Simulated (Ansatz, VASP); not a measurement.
CaAuI3 in VASP and in Ansatz

```
Ca Au I
1.0
     8.61999    0.00000    0.00000
     0.00000    8.61999    0.00000
     0.00000    0.00000    5.31961
Ca Au I
2 2 6
Direct
  0.00000 0.50000 0.50000
  0.50000 0.00000 0.50000
  0.50000 0.50000 0.00000
  0.00000 0.00000 0.00000
  0.84403 0.34403 0.00000
  0.65597 0.84403 0.00000
  0.50000 0.50000 0.50000
  0.15597 0.65597 0.00000
  0.34403 0.15597 0.00000
  0.00000 0.00000 0.50000
```

Alike in both runs: functional PBE; k mesh 2 × 2 × 4; occupations gaussian, width 0.1 eV; no spin polarisation.

Ansatz relaxed the structure, and its values are those at the end. VASP's run is a single point on that final structure, the one shown.

|  | VASP | Ansatz |
| --- | --- | --- |
| version | VASP 6.6.1 | Ansatz 0.2.0 |
| potentials or method | VASP PAW PBE potentials, release 64 (Ca_sv, Au, I), cutoff 520 eV | scalar-relativistic, plane waves, PAW |
| valence electrons in the cell | 84 | 160 |

```csv
,VASP,Ansatz,Ansatz less VASP
gap on the k mesh at the Fermi level (eV),none,none,-
pressure (GPa),0.2,0.2,+0.02
rms of the force components (eV/Å),0.004,0.007,+0.0028
```

A gap of «none» marks a metal or a gap that the smearing closes. With one functional, cell and mesh, what is left measures potentials, basis and numerics. VASP's potentials hold 84 valence electrons a cell and Ansatz's 160, so a difference there can come from the potentials and not from the codes.

The k mesh is coarse, so the values compare programs but aren't converged. Spin-orbit coupling is off throughout.
